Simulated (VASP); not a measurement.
# HgTe in VASP: further runs

Runs on HgTe. Level: LDA. Tasks: single point.

All numbers are computed with VASP 6.6.1; they aren't measurements. Logs are shortened: lines on timing, memory, paths and dates and some standing lists are left out, and cuts for length are marked.

## 1. The cell of the first run

The structure is trigonal, space group R3m (No. 160). Conventional cell: a = 4.536 Å, b = 4.536 Å, c = 11.278 Å, α = 90.00°, β = 90.00°, γ = 120.00°. Within 3.7 Å of Hg (site symmetry 3m) lie 4 Te at 2.78 to 2.82 Å. Te (site symmetry 3m) has 4 Hg at 2.78 to 2.82 Å within 3.7 Å.

## 2. Single point, LDA (equal xy, yz and zx shear strains of +1 %)

INCAR

```
SYSTEM = HgTe
PREC = Accurate
ENCUT = 520
EDIFF = 1E-7
ISMEAR = -1
SIGMA = 0.03
LREAL = .False.
LASPH = .True.
NELM = 80
ALGO = Normal
ISIF = 2
LWAVE = .False.
LCHARG = .True.
LELF = .True.
LVHAR = .True.
NBANDS = 16
```

KPOINTS

```
Automatic mesh
0
Gamma
  11 11 11
  0 0 0
```

POSCAR

```
HgTe
1.0
    0.0322350000      3.2396175000      3.2396175000
    3.2396175000      0.0322350000      3.2396175000
    3.2396175000      3.2396175000      0.0322350000
Hg Te
1 1
Direct
    0.0000000000      0.0000000000      0.0000000000
    0.7500000000      0.7500000000      0.7500000000
```

Potentials or basis: VASP PAW LDA potentials, release 64 (Hg, Te).

Launch:

```
$ cat potpaw_LDA.64/Hg/POTCAR potpaw_LDA.64/Te/POTCAR > POTCAR
$ mpirun -np 1 vasp_std > vasp.out
```

OUTCAR:

```text
SYSTEM = HgTe
   PREC = Accurate
   ENCUT = 520
   EDIFF = 1E-7
   ISMEAR = -1
   LREAL = .False.
   LASPH = .True.
   NELM = 80
   ISIF = 2

 ion  position               nearest neighbor table
   1  0.000  0.000  0.000-   2 2.78   2 2.78   2 2.78   2 2.82
   2  0.750  0.750  0.750-   1 2.78   1 2.78   1 2.78   1 2.82

  LATTYP: Found a trigonal (rhomboedric) cell.
 ALAT       =     4.5816244049
 COS(alpha) =     0.5099250056

  Lattice vectors:

 A1 = (   0.0322350000,   3.2396175000,   3.2396175000)
 A2 = (   3.2396175000,   0.0322350000,   3.2396175000)
 A3 = (   3.2396175000,   3.2396175000,   0.0322350000)

Analysis of symmetry for initial positions (statically):
=====================================================================
 Subroutine PRICEL returns:
 Original cell was already a primitive cell.

 Routine SETGRP: Setting up the symmetry group for a
 trigonal (rhombohedral) supercell.

 Subroutine GETGRP returns: Found  6 space group operations
 (whereof  6 operations were pure point group operations)
 out of a pool of 12 trial point group operations.

The static configuration has the point symmetry C_3v.

Analysis of symmetry for dynamics (positions and initial velocities):
=====================================================================
 Subroutine PRICEL returns:
 Original cell was already a primitive cell.

 Routine SETGRP: Setting up the symmetry group for a
 trigonal (rhombohedral) supercell.

 Subroutine GETGRP returns: Found  6 space group operations
 (whereof  6 operations were pure point group operations)
 out of a pool of 12 trial point group operations.

The dynamic configuration has the point symmetry C_3v.

 Subroutine INISYM returns: Found  6 space group operations
 (whereof  6 operations are pure point group operations),
 and found     1 'primitive' translations

----------------------------------------------------------------------------------------

                                     Primitive cell

  volume of cell :      66.9855

  direct lattice vectors                    reciprocal lattice vectors
     0.032235000  3.239617500  3.239617500    -0.156662091  0.155118622  0.155118622
     3.239617500  0.032235000  3.239617500     0.155118622 -0.156662091  0.155118622
     3.239617500  3.239617500  0.032235000     0.155118622  0.155118622 -0.156662091

  length of vectors
     4.581624405  4.581624405  4.581624405     0.269567402  0.269567402  0.269567402

  position of ions in fractional coordinates (direct lattice)
     0.000000000  0.000000000  0.000000000
     0.750000000  0.750000000  0.750000000

  ion indices of the primitive-cell ions
   primitive index   ion index
                 1           1
                 2           2

----------------------------------------------------------------------------------------

 KPOINTS: Automatic mesh

Automatic generation of k-mesh.
 Grid dimensions read from file:
 generate k-points for:   11   11   11

 Generating k-lattice:

  Cartesian coordinates                     Fractional coordinates (reciprocal lattice)
    -0.014242008  0.014101693  0.014101693     0.090909091  0.000000000  0.000000000
     0.014101693 -0.014242008  0.014101693     0.000000000  0.090909091  0.000000000
     0.014101693  0.014101693 -0.014242008     0.000000000  0.000000000  0.090909091

  Length of vectors
     0.024506127  0.024506127  0.024506127

  Shift w.r.t. Gamma in fractional coordinates (k-lattice)
     0.000000000  0.000000000  0.000000000

 Subroutine IBZKPT returns following result:
 ===========================================

 Found    146 irreducible k-points:

 Following reciprocal coordinates:
            Coordinates               Weight
  0.000000  0.000000  0.000000      1.000000
  0.090909 -0.000000 -0.000000      6.000000
  0.181818  0.000000  0.000000      6.000000
  0.272727 -0.000000 -0.000000      6.000000
  0.363636 -0.000000 -0.000000      6.000000
  0.454545 -0.000000 -0.000000      6.000000
[... 16 lines left out ...]
 -0.272727  0.181818  0.000000     12.000000
 -0.181818  0.181818  0.000000      6.000000
 [... further k-points ...]
   k-points           NKPTS =    146   k-points in BZ     NKDIM =    146   number of bands    NBANDS=     16
   number of dos      NEDOS =    301   number of ions     NIONS =      2
   total plane-waves  NPLWV =  46656
   dimension x,y,z NGX =    36 NGY =   36 NGZ =   36
   dimension x,y,z NGXF=    72 NGYF=   72 NGZF=   72
   ions per type =               1   1
   NGX,Y,Z   is equivalent  to a cutoff of  13.06, 13.06, 13.06 a.u.
   NGXF,Y,Z  is equivalent  to a cutoff of  26.13, 26.13, 26.13 a.u.
 SYSTEM =  HgTe
   PREC   = accura    normal or accurate (medium, high low for compatibility)
   ISTART =      0    job   : 0-new  1-cont  2-samecut
   ICHARG =      2    charge: 1-file 2-atom 10-const
   ISPIN  =      1    spin polarized calculation?
   LNONCOLLINEAR =      F non collinear calculations
   LSORBIT =      F    spin-orbit coupling
   LASPH  =      T    aspherical Exc in radial PAW
   ENCUT  =  520.0 eV  38.22 Ry    6.18 a.u.   8.52  8.52  8.52*2*pi/ulx,y,z
   NELM   =     80;   NELMIN=  2; NELMDL= -5     # of ELM steps
   EDIFF  = 0.1E-06   stopping-criterion for ELM
   LREAL  =      F    real-space projection
   EDIFFG = 0.1E-05   stopping-criterion for IOM
   NSW    =      0    number of steps for IOM
   IBRION =     -1    ionic relax: 0-MD 1-quasi-New 2-CG
   NFREE  =      0    steps in history (QN), initial steepest desc. (CG)
   ISIF   =      2    stress and relaxation
   ISYM   =      2    0-nonsym 1-usesym 2-fastsym
   POTIM  = 0.5000    time-step for ionic-motion
   TEBEG  =    0.0;   TEEND  =   0.0 temperature during run
   PSTRESS=    0.0 pullay stress
   NELECT =      18.0000    total number of electrons
   NUPDOWN=      -1.0000    fix difference up-down
   EMIN   =  10.00;   EMAX   =-10.00  energy-range for DOS
   EFERMI =   0.00;   METHOD = LEGACY
   ISMEAR =    -1;   SIGMA  =   0.03  broadening in eV -4-tet -1-fermi 0-gaus
   EFERMI_NEDOS =   21; number of points for ismear=-14 and -15
   IALGO  =     38    algorithm
   IMIX   =      4    mixing-type and parameters
     AMIX     =   0.40;   BMIX     =  1.00
     AMIX_MAG =   1.60;   BMIX_MAG =  1.00
  volume/ion in A,a.u.               =      33.49       226.02
  Fermi-wavevector in a.u.,A,eV,Ry     =   1.056425  1.996354 15.184572  1.116035
  Thomas-Fermi vector in A             =   2.191661
   LORBIT       =      0    0 simple, 1 ext, 2 COOP (PROOUT), +10 PAW based schemes
   GGA     = CA    functional components
   LHFCALC =     F    Hartree Fock is set to
   AEXX    =    0.0000 exact exchange contribution
   IVDW    =     0    specifies the selected vdW correction
   LEPSILON=     F    determine dielectric tensor
   LRPA    =     F    only Hartree local field effects (RPA)
 non-spin polarized calculation
  energy-cutoff  :      520.00
  volume of cell :       66.99
 maximum number of plane-waves:      1829
 NGX is ok and might be reduce to    36
   NGX = 17   NGY = 17   NGZ = 17

 number of electron      18.0000000 magnetization

 Free energy of the ion-electron system (eV)
  ---------------------------------------------------
  ext. energy  EPLUGINS =         0.00000000
  ---------------------------------------------------
  free energy    TOTEN  =        -5.03612778 eV

  energy without entropy =       -5.03599573  energy(sigma->0) =       -5.03606175

 E-fermi :   3.0256     XC(G=0):  -9.1348

 val. band max:        3.0039288705   @ k =   0.0000   0.0000   0.0000
 cond. band min:       3.4225017794   @ k =   0.0909   0.0909   0.0909
 fundamental gap:      0.4185729089
 Fermi energy:         3.0255712045

 k-point     1 :       0.0000    0.0000    0.0000
  band No.  band energies     occupation
      1      -9.1119      2.00000
      2      -4.4419      2.00000
      3      -4.4419      2.00000
      4      -4.4187      2.00000
      5      -3.8911      2.00000
      6      -3.8911      2.00000
[... 8 lines left out ...]
     15      12.5129      0.00000
     16      12.5130      0.00000

 k-point     2 :       0.0909   -0.0000   -0.0000
  band No.  band energies     occupation
      1      -9.0690      2.00000
      2      -4.4294      2.00000
      3      -4.4293      2.00000
      4      -4.4062      2.00000
      5      -3.8928      2.00000
      6      -3.8927      2.00000
[... 8 lines left out ...]
     15      11.7995      0.00000
     16      11.8594      0.00000

 k-point     3 :       0.1818    0.0000    0.0000
  band No.  band energies     occupation
      1      -8.9506      2.00000
      2      -4.3971      2.00000
      3      -4.3847      2.00000
      4      -4.3670      2.00000
      5      -3.8952      2.00000
      6      -3.8948      2.00000
[... 8 lines left out ...]
     15      11.3561      0.00000
     16      11.4452      0.00000

 k-point     4 :       0.2727   -0.0000   -0.0000
  band No.  band energies     occupation
      1      -8.7880      2.00000
      2      -4.3581      2.00000
      3      -4.3421      2.00000
      4      -4.2446      2.00000
      5      -3.8924      2.00000
      6      -3.8919      2.00000
[... 8 lines left out ...]
     15      11.3841      0.00000
     16      11.5105      0.00000
[... 324 lines left out ...]
 k-point    22 :      -0.3636    0.1818   -0.0000
  band No.  band energies     occupation
      1      -8.4788      2.00000
      2      -4.2835      2.00000
      3      -4.2521      2.00000
      4      -3.9191      2.00000
      5      -3.8943      2.00000
      6      -3.6803      2.00000
[... 8 lines left out ...]
     15      11.6527      0.00000
     16      12.7290      0.00000

 k-point    23 :      -0.2727    0.1818    0.0000
  band No.  band energies     occupation
      1      -8.5863      2.00000
      2      -4.2990      2.00000
      3      -4.2804      2.00000
      4      -4.0544      2.00000
      5      -3.9124      2.00000
      6      -3.8356      2.00000
[... 8 lines left out ...]
     15      12.1063      0.00000
     16      13.2760      0.00000

 k-point    24 :      -0.1818    0.1818    0.0000
  band No.  band energies     occupation
      1      -8.7314      2.00000
      2      -4.3369      2.00000
      3      -4.3135      2.00000
      4      -4.2318      2.00000
      5      -3.9168      2.00000
      6      -3.8651      2.00000
[... 8 lines left out ...]
     15      12.0441      0.00000
     16      12.2873      0.00000

 [... further k-points ...]

------------------------ aborting loop because EDIFF is reached ----------------------------------------

  FORCE on cell =-STRESS in cart. coord.  units (eV):
  Direction    XX          YY          ZZ          XY          YZ          ZX
  --------------------------------------------------------------------------------------
  -------------------------------------------------------------------------------------
  Total        0.0064003      0.0064003      0.0064003     -0.1694116     -0.1694116     -0.1694116
  in kB        0.1530845      0.1530845      0.1530845     -4.0520354     -4.0520354     -4.0520354
  external PRESSURE =       0.1530845 kB  Pullay stress =       0.0000000 kB

 VOLUME and BASIS-vectors are now :
 -----------------------------------------------------------------------------
  energy-cutoff  :      520.00
  volume of cell :       66.99
      direct lattice vectors                 reciprocal lattice vectors
     0.032235000  3.239617500  3.239617500    -0.156662091  0.155118622  0.155118622
     3.239617500  0.032235000  3.239617500     0.155118622 -0.156662091  0.155118622
     3.239617500  3.239617500  0.032235000     0.155118622  0.155118622 -0.156662091

 POSITION                                       TOTAL-FORCE (eV/Angst)
 -----------------------------------------------------------------------------------
      0.00000      0.00000      0.00000        -0.052661     -0.052661     -0.052661
      4.88360      4.88360      4.88360         0.052661      0.052661      0.052661
 -----------------------------------------------------------------------------------
    total drift:                                0.000101      0.000101      0.000101

  FREE ENERGIE OF THE ION-ELECTRON SYSTEM (eV)
  ---------------------------------------------------
  free  energy   TOTEN  =        -5.0361277803 eV

  energy  without entropy=       -5.0359957279  energy(sigma->0) =       -5.03606175
```

Run time: 81 s. Hardware: 1 thread of AMD EPYC 9R45 (Zen 5), shared host; peak memory 0.26 GiB.

What came out:

- Free energy: -5.0361 eV
- Pressure: 0.0 GPa
- Largest force: 0.091 eV/Å
- Band gap on the k mesh: zero (filled and empty bands touch)

Forces on the atoms (eV/Å):
```
Hg  -0.053 -0.053 -0.053
Te   0.053  0.053  0.053
```

Stress tensor (GPa, compression positive):
```
 0.02 -0.41 -0.41
-0.41  0.02 -0.41
-0.41 -0.41  0.02
```

Caveat: the cell differs from its parent crystal (equal xy, yz and zx shear strains of +1 %); semilocal functionals underestimate gaps, so a narrow gap can read as zero; spin-orbit coupling is left out, which moves the levels of the heavy elements.

## 3. Single point, LDA (equal xy, yz and zx shear strains of +3 %)

INCAR

```
  PREC = Accurate
  ENCUT = 520
  EDIFF = 1E-7
  ISMEAR = -1
  SIGMA = 0.03
  LREAL = False
  LASPH = True
  NELM = 60
  ALGO = Normal
  ISIF = 2
  LWAVE = False
  LCHARG = True
  GGA = CA
  LELF = True
  LVHAR = True
  NBANDS = 16
```

KPOINTS

```
regular mesh
0
Gamma
  11 11 11
```

POSCAR

```
HgTe
1.0
    0.0967050000      3.2718525000      3.2718525000
    3.2718525000      0.0967050000      3.2718525000
    3.2718525000      3.2718525000      0.0967050000
Hg Te
1 1
Direct
    0.0000000000      0.0000000000      0.0000000000
    0.7500000000      0.7500000000      0.7500000000
```

Potentials or basis: VASP PAW LDA potentials, release 64 (Hg, Te).

Launch:

```
$ cat potpaw_LDA.64/Hg/POTCAR potpaw_LDA.64/Te/POTCAR > POTCAR
$ mpirun -np 1 vasp_std > vasp.out
```

It took 83 s on 1 thread of AMD EPYC 9R45 (Zen 5), shared host; peak memory 0.26 GiB.

Results (log left out):

```yaml
Free_energy: -5.0165 eV
Pressure: 0.2 GPa
Largest_force: 0.242 eV/Å
Band_gap_on_the_k_mesh: zero (filled and empty bands touch)
```

Forces on the atoms (eV/Å):
```
Hg  -0.140 -0.140 -0.140
Te   0.140  0.140  0.140
```

Stress tensor (GPa, compression positive):
```
 0.20 -1.16 -1.16
-1.16  0.20 -1.16
-1.16 -1.16  0.20
```

Levels at points of the mesh, in eV from the Fermi level:
```csv
k point,band 6,band 7,band 8,band 9,band 10,band 11,band 12,band 13
"(0.00, 0.00, 0.00)",-6.96,-0.97,-0.13,-0.02,-0.02,3.78,4.24,4.24
```

Caveat: the cell differs from its parent crystal (equal xy, yz and zx shear strains of +3 %); semilocal functionals underestimate gaps, so a narrow gap can read as zero; spin-orbit coupling is left out, which moves the levels of the heavy elements.

## 4. Single point, LDA (equal xx and yy strain of -3 %)

INCAR

```
SYSTEM = HgTe
ALGO = Normal
EDIFF = 1E-7
ENCUT = 520
GGA = CA
ISIF = 2
ISMEAR = -1
LASPH = .True.
LCHARG = .False.
LREAL = .False.
LWAVE = .False.
NBANDS = 16
NELM = 60
PREC = Accurate
SIGMA = 0.03
```

KPOINTS

```
k-points
0
Gamma
  11 11 11
  0 0 0
```

POSCAR

```
HgTe
1.0
    0.0000000000      3.1267950000      3.2235000000
    3.1267950000      0.0000000000      3.2235000000
    3.1267950000      3.1267950000      0.0000000000
Hg Te
1 1
Direct
    0.0000000000      0.0000000000      0.0000000000
    0.7500000000      0.7500000000      0.7500000000
```

Launch:

```
$ cat potpaw_LDA.64/Hg/POTCAR potpaw_LDA.64/Te/POTCAR > POTCAR
$ mpirun -np 1 vasp_std > vasp.out
```

It took 68 s on 1 thread of AMD EPYC 9R45 (Zen 5), shared host; peak memory 0.23 GiB.

Results (log left out):

* Free energy: -4.9968 eV
* Pressure: 3.3 GPa
* Band gap on the k mesh: zero (filled and empty bands touch)

Stress tensor (GPa, compression positive):
```
3.49 0.00 0.00
0.00 3.49 0.00
0.00 0.00 3.03
```

Levels at points of the mesh, in eV from the Fermi level:
```csv
k point,band 5,band 6,band 7,band 8,band 9,band 10,band 11,band 12,band 13,band 14
"(0.00, 0.00, 0.00)",-7.25,-7.22,-0.75,-0.13,-0.01,-0.01,3.98,3.98,3.98,6.16
```

Caveat: the cell differs from its parent crystal (equal xx and yy strain of -3 %); the cell stands under pressure; semilocal functionals underestimate gaps, so a narrow gap can read as zero; spin-orbit coupling is left out, which moves the levels of the heavy elements.

## 5. Single point, LDA (equal xx and yy strain of -2 %)

INCAR

```
PREC = Accurate
ENCUT = 520
EDIFF = 1E-7
ISMEAR = -1
SIGMA = 0.03
LREAL = False
LASPH = True
NELM = 80
ALGO = Normal
ISIF = 2
LWAVE = False
LCHARG = False
GGA = CA
NBANDS = 16
```

KPOINTS

```
Automatic mesh
0
Gamma
  11 11 11
```

POSCAR

```
HgTe
1.0
    0.0000000000      3.1590300000      3.2235000000
    3.1590300000      0.0000000000      3.2235000000
    3.1590300000      3.1590300000      0.0000000000
Hg Te
1 1
Direct
    0.0000000000      0.0000000000      0.0000000000
    0.7500000000      0.7500000000      0.7500000000
```

Launch:

```
$ cat potpaw_LDA.64/Hg/POTCAR potpaw_LDA.64/Te/POTCAR > POTCAR
$ mpirun -np 1 vasp_std > vasp.out
```

Wall time 60 s (1 thread of AMD EPYC 9R45 (Zen 5), shared host); peak memory 0.24 GiB.

Results (log left out):

* Free energy: -5.0204 eV
* Pressure: 2.1 GPa
* Band gap on the k mesh: zero (filled and empty bands touch)

Stress tensor (GPa, compression positive):
```
2.21 0.00 0.00
0.00 2.21 0.00
0.00 0.00 1.89
```

Levels at points of the mesh, in eV from the Fermi level:
```
           k point  band 5  band 6  band 7  band 8  band 9  band 10  band 11  band 12  band 13  band 14
(0.00, 0.00, 0.00)   -7.13   -7.11   -0.79   -0.09   -0.01    -0.01     4.03     4.03     4.03     6.18
```

Caveat: the cell differs from its parent crystal (equal xx and yy strain of -2 %); semilocal functionals underestimate gaps, so a narrow gap can read as zero; spin-orbit coupling is left out, which moves the levels of the heavy elements.

## 6. The runs side by side

```csv
cell,gap on the mesh (eV),pressure (GPa),largest force (eV/Å)
"a = 4.582 Å, angles 59.3°, 2 atoms",none,0.0,0.09
"a = 4.628 Å, angles 58.0°, 2 atoms",none,0.2,0.24
"a = 4.491, b = 4.491, c = 4.422 Å, angles 60.5, 60.5, 59.0°, 2 atoms",none,3.3,-
"a = 4.513, b = 4.513, c = 4.468 Å, angles 60.3, 60.3, 59.3°, 2 atoms",none,2.1,-
```

Alike in all rows: task single point; level LDA; potentials or basis VASP PAW LDA potentials, release 64 (Hg, Te); no spin polarisation; k mesh 11 × 11 × 11; cutoff (eV) 520; smearing fermi-dirac 0.03 eV.

Caveats: semilocal functionals underestimate gaps, so a narrow gap can read as zero; spin-orbit coupling is left out, which moves the levels of the heavy elements; the cell stands under pressure (at least some runs).

Absolute energies hang on the potentials; compare differences alone.
